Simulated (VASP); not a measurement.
## Al2Cu: single point with LDA

Crystal: Al2Cu.

```
Al Cu
1.0
    -2.00467    2.00467    2.83511
     2.00467   -2.00467    2.83511
     2.00467    2.00467   -2.83511
Al Cu
2 1
Direct
  0.75000 0.25000 0.50000
  0.25000 0.75000 0.50000
  0.50000 0.50000 0.00000
```

```json
{
 "Program": "VASP 6.6.1",
 "Task": "single point",
 "Functional": "LDA",
 "Potentials or basis": "VASP PAW LDA potentials, release 64 (Al, Cu)",
 "Cutoff": "520 eV",
 "k mesh": "14 × 14 × 14",
 "Occupations": "gaussian, width 0.1 eV",
 "Spin": "no spin polarisation"
}
```

```
Pressure               : 0.4 GPa
Band gap on the k mesh : zero (an odd number of electrons rules out a gap without spin polarisation)
```

Levels at points of the mesh, in eV from the Fermi level:
```
           k point  band 6  band 7  band 8  band 9  band 10  band 11  band 12  band 13
(0.00, 0.00, 0.00)   -4.23    2.92    2.92    2.92     3.04     3.04     3.04     4.51
(0.50, 0.00, 0.00)   -4.16   -4.16    0.61    0.61     3.01     3.01     3.97     4.49
(0.50, 0.50, 0.00)   -4.06   -3.91   -2.04   -2.04     0.44     1.53     9.15    10.91
(0.50, 0.50, 0.50)   -4.06   -3.91   -2.04   -2.04     0.44     1.53     9.15    10.91
```

Wall time 95 s on 1 thread of Intel(R) Xeon(R) 6975P-C (Granite Rapids) (shared host), peak memory 0.28 GiB.
